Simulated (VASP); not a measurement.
Here is a VASP 6.6.1 calculation.

The input INCAR:

```
  ALGO = Fast
  EDIFF = 1E-6
  EDIFFG = -0.005
  ENCUT = 600
  GGA = PE
  IBRION = 2
  ISIF = 3
  ISMEAR = 0
  IVDW = 12
  LASPH = True
  LCHARG = False
  LREAL = False
  LWAVE = False
  NELM = 100
  NSW = 100
  PREC = Accurate
  SIGMA = 0.1
```

The input KPOINTS:

```
k-points
0
Gamma
  18 18 10
```

POSCAR

```
Au
1.0
    2.8999984104      0.0000000000      0.0000000000
   -1.4499992052      2.5114722944      0.0000000000
    0.0000000000      0.0000000000      4.8800000000
Au
2
Direct
    0.3333333333      0.6666666667      0.7500000000
    0.6666666667      0.3333333333      0.2500000000
```

Potentials or basis: VASP PAW PBE potentials, release 64 (Au).

The run is started by

```console
$ cat potpaw_PBE.64/Au/POTCAR > POTCAR
$ mpirun -np 1 vasp_std > vasp.out
```

Problem. Estimate the band gap on the k mesh.

Solution. Zero (bands 11 and 12 overlap by 6.87 eV).

Problem. Predict the relaxed cell.

Solution. a = 2.882 Å, b = 2.882 Å, c = 4.801 Å, α = 90.00°, β = 90.00°, γ = 120.00°.

Problem. Predict the relaxed volume.

Solution. 17.27 Å³/atom.

Problem. What does it give for the space group after relaxing (to 0.1 Å)?

Solution. P6_3/mmc (No. 194).

Final structure:
```xyz
2
Lattice="2.8821 0.0000 0.0000 -1.4410 2.4959 0.0000 0.0000 0.0000 4.8010" Properties=species:S:1:pos:R:3 pbc="T T T"
Au    0.0000    1.6640    3.6007
Au    1.4410    0.8320    1.2002
```

Caveat: spin-orbit coupling is left out, which moves the levels of the heavy elements.
